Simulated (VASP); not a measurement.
Here is a VASP 6.6.1 calculation.

File POSCAR:

```
TiTe2
1.0
    3.7903816133      0.0000000000      0.0000000000
   -1.8951908066      3.2825667672      0.0000000000
    0.0000000000      0.0000000000      6.5558879230
Ti Te
1 2
Direct
    0.0000000000      0.0000000000      0.0000000000
    0.6666666667      0.3333333333      0.2577957674
    0.3333333333      0.6666666667      0.7422042326
```

File INCAR.step1:

```
SYSTEM = TiTe2
ALGO     = Normal         ! electronic algorithm
EDIFF    = 1E-4           ! SCF threshold, eV
ENCUT    = 520            ! plane-wave cutoff, eV
GGA      = PE             ! functional
ISMEAR   = -1             ! smearing method
LASPH    = .TRUE.         ! aspherical terms in the spheres
LCHARG   = .FALSE.        ! write CHGCAR
LREAL    = .FALSE.        ! projectors in reciprocal space
LWAVE    = .TRUE.         ! write WAVECAR
NBANDS   = 19             ! bands
NELM     = 60             ! most SCF steps
PREC     = Accurate       ! precision mode
SIGMA    = 0.02           ! smearing width, eV
```

The input INCAR.step2:

```
SYSTEM = TiTe2
ALGO     = Normal         ! electronic algorithm
EDIFF    = 1E-6           ! SCF threshold, eV
ENCUT    = 520            ! plane-wave cutoff, eV
ISIF     = 2              ! what is computed and relaxed
ISMEAR   = -1             ! smearing method
ISTART   = 1            
LASPH    = .TRUE.         ! aspherical terms in the spheres
LCHARG   = .FALSE.        ! write CHGCAR
LMIXTAU  = .TRUE.       
LREAL    = .FALSE.        ! projectors in reciprocal space
LWAVE    = .FALSE.        ! write WAVECAR
METAGGA  = R2SCAN         ! meta-GGA
NBANDS   = 19             ! bands
NELM     = 60             ! most SCF steps
PREC     = Accurate       ! precision mode
SIGMA    = 0.02           ! smearing width, eV
```

The input KPOINTS:

```
k-points
0
G
  12 12 4
  0 0 0
```

Potentials or basis: VASP PAW PBE potentials, release 64 (Ti_sv, Te).

Run with:

```sh
$ cat potpaw_PBE.64/Ti_sv/POTCAR potpaw_PBE.64/Te/POTCAR > POTCAR
$ cp INCAR.step1 INCAR
$ mpirun -np 1 vasp_std > vasp.out
$ cp INCAR.step2 INCAR
$ mpirun -np 1 vasp_std > vasp.out
```

Problem. What does it give for the pressure?

Solution. 1.1 GPa.

Problem. Estimate the largest force.

Solution. 0.011 eV/Å.

Problem. What does it give for the band gap on the k mesh?

Solution. Zero (bands 12 and 13 overlap by 0.57 eV).

Forces in eV/Å, atoms in the order of the input:
```
Ti   0.000  0.000  0.000
Te   0.000  0.000 -0.011
Te   0.000  0.000  0.011
```

Caveat: the PAW data sets were made with another functional, which shifts forces and pressure a little; spin-orbit coupling is left out, which moves the levels of the heavy elements.
